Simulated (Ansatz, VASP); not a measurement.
## One calculation of MoS2, two programs

File INCAR:

```
PREC     = Accurate       # precision mode
ENCUT    = 500            # plane-wave cutoff, eV
EDIFF    = 1E-6           # SCF threshold, eV
ISMEAR   = 0              # smearing method
SIGMA    = 0.05           # smearing width, eV
LREAL    = F              # projectors in reciprocal space
LASPH    = T              # aspherical terms in the spheres
NELM     = 120            # most SCF steps
ALGO     = Normal         # electronic algorithm
ISIF     = 2              # what is computed and relaxed
LWAVE    = F              # write WAVECAR
LCHARG   = T              # write CHGCAR
GGA      = PE             # functional
IVDW     = 12             # dispersion correction
LELF     = T              # ELF
LVHAR    = T            
NBANDS   = 20             # bands
GGA_COMPAT= F
```

The input KPOINTS:

```
Automatic mesh
0
Gamma
  12 12 6
```

POSCAR

```
MoS2
1.0
    3.1494351579      0.0000000000      0.0000000000
   -1.5747175790      2.7274908543      0.0000000000
    0.0000000000      0.0000000000      6.6448340996
Mo S
1 2
Direct
    0.0000000000      0.0000000000      0.0000000000
    0.3333333333      0.6666666667      0.2357940733
    0.3333333333      0.6666666667      0.7642059267
```

Input for Ansatz:

```yaml
crystal:
  lattice:
    - [3.1494351579, 0.0, 0.0]
    - [-1.574717579, 2.7274908543, 0.0]
    - [0.0, 0.0, 6.6448340996]
  atoms:
    - { symbol: Mo, position: [0.0, 0.0, 0.0] }
    - { symbol: S, position: [0.3333333333, 0.6666666667, 0.2357940733] }
    - { symbol: S, position: [0.3333333333, 0.6666666667, 0.7642059267] }
basis:
  ecutwfc: 420
kpoints:
  mp_grid: { grid: [12, 12, 6] }
hamiltonian:
  xc: pbe
  dispersion: d3bj
scf:
  occupations: { method: gaussian, width: 0.05 }
output:
  forces: true
  stress: true
  eigenvalues: true
```

Alike in both runs: task single point; functional PBE; dispersion D3(BJ); k mesh 12 × 12 × 6; occupations gaussian, width 0.05 eV; no spin polarisation.

|  | VASP | Ansatz |
| --- | --- | --- |
| version | VASP 6.6.1 | Ansatz 0.2.0 |
| potentials or method | VASP PAW PBE potentials, release 64 (Mo_sv, S), cutoff 500 eV | scalar-relativistic, plane waves, PAW |
| valence electrons in the cell | 26 | 26 |

|  | VASP | Ansatz | Ansatz less VASP |
| --- | --- | --- | --- |
| gap on the k mesh at the Fermi level (eV) | 1.22 | 1.20 | -0.011 |
| least direct gap on the mesh (eV) | 1.76 | 1.76 | -0.004 |
| pressure (GPa) | -0.1 | 0.0 | +0.13 |
| rms of the force components (eV/Å) | 0.007 | 0.001 | -0.0059 |

Atom by atom the forces differ by 0.006 eV/Å (rms over components).
